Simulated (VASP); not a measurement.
A run of VASP 6.6.1 is set up as follows.

INCAR

```
SYSTEM = Si2Ni
PREC = Accurate
ENCUT = 520
EDIFF = 1E-7
ISMEAR = 0
SIGMA = 0.1
LREAL = .False.
LASPH = .True.
NELM = 80
ALGO = Normal
ISIF = 2
LWAVE = .False.
LCHARG = .False.
GGA = PE
IVDW = 12
NBANDS = 16
```

File KPOINTS:

```
regular mesh
0
Gamma
  14 14 14
  0 0 0
```

Contents of POSCAR:

```
Si2Ni
1.0
    0.0000000000      2.6905436712      2.6905436712
    2.6905436712      0.0000000000      2.6905436712
    2.6905436712      2.6905436712      0.0000000000
Si Ni
2 1
Direct
    0.2500000000      0.2500000000      0.2500000000
    0.7500000000      0.7500000000      0.7500000000
    0.0000000000      0.0000000000      0.0000000000
```

Potentials or basis: VASP PAW PBE potentials, release 64 (Si, Ni).

Launch:

```bash
$ cat potpaw_PBE.64/Si/POTCAR potpaw_PBE.64/Ni/POTCAR > POTCAR
$ mpirun -np 1 vasp_std > vasp.out
```

Question: What does it give for the band gap on the k mesh?

Answer: Zero (band 9 reaches 12.38 eV, above the bottom of band 10 at 10.26 eV).

Question: What does it give for the pressure?

Answer: 0.0 GPa.

Caveat: pairwise dispersion overbinds metals, which lowers pressure and volume. Spin polarisation is off, so any magnetic state and its effect on volume and gap are missing.
